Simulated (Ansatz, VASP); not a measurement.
SiO2: VASP beside Ansatz

```
Si O
1.0
     7.23715    0.00000    0.00000
     0.00000    7.23715    0.00000
     0.00000    0.00000    7.23715
Si O
8 16
Direct
  0.27268 0.27268 0.27268
  0.22732 0.72732 0.77268
  0.77268 0.22732 0.72732
  0.72732 0.77268 0.22732
  0.01653 0.01653 0.01653
  0.48347 0.98347 0.51653
  0.51653 0.48347 0.98347
  0.98347 0.51653 0.48347
  0.14456 0.14456 0.14456
  0.35544 0.85544 0.64456
  0.64456 0.35544 0.85544
  0.85544 0.64456 0.35544
  0.63882 0.65218 0.06223
  0.86118 0.34782 0.56223
  0.13882 0.84782 0.93777
  0.36118 0.15218 0.43777
  0.06223 0.63882 0.65218
  0.56223 0.86118 0.34782
  0.93777 0.13882 0.84782
  0.43777 0.36118 0.15218
  0.65218 0.06223 0.63882
  0.34782 0.56223 0.86118
  0.84782 0.93777 0.13882
  0.15218 0.43777 0.36118
```

Alike in both runs: functional r2SCAN; k mesh 4 × 4 × 4; occupations gaussian, width 0.02 eV; no spin polarisation.

Ansatz relaxed the structure, and its values are those at the end. VASP's run is a single point on that final structure, the one shown.

|  | VASP | Ansatz |
| --- | --- | --- |
| version | VASP 6.6.1 | Ansatz 0.2.0 |
| potentials or method | VASP PAW PBE potentials, release 64 (Si, O), cutoff 520 eV | scalar-relativistic, plane waves, PAW |
| valence electrons in the cell | 128 | 128 |

```csv
,VASP,Ansatz,Ansatz less VASP
gap on the k mesh at the Fermi level (eV),6.24,6.25,+0.005
least direct gap on the mesh (eV),6.25,6.25,+0.005
pressure (GPa),-0.9,-1.0,-0.13
rms of the force components (eV/Å),0.009,0.006,-0.0025
```

VASP's potentials were made for PBE, not for r2SCAN. Ansatz's warnings: stress scf threshold loose.
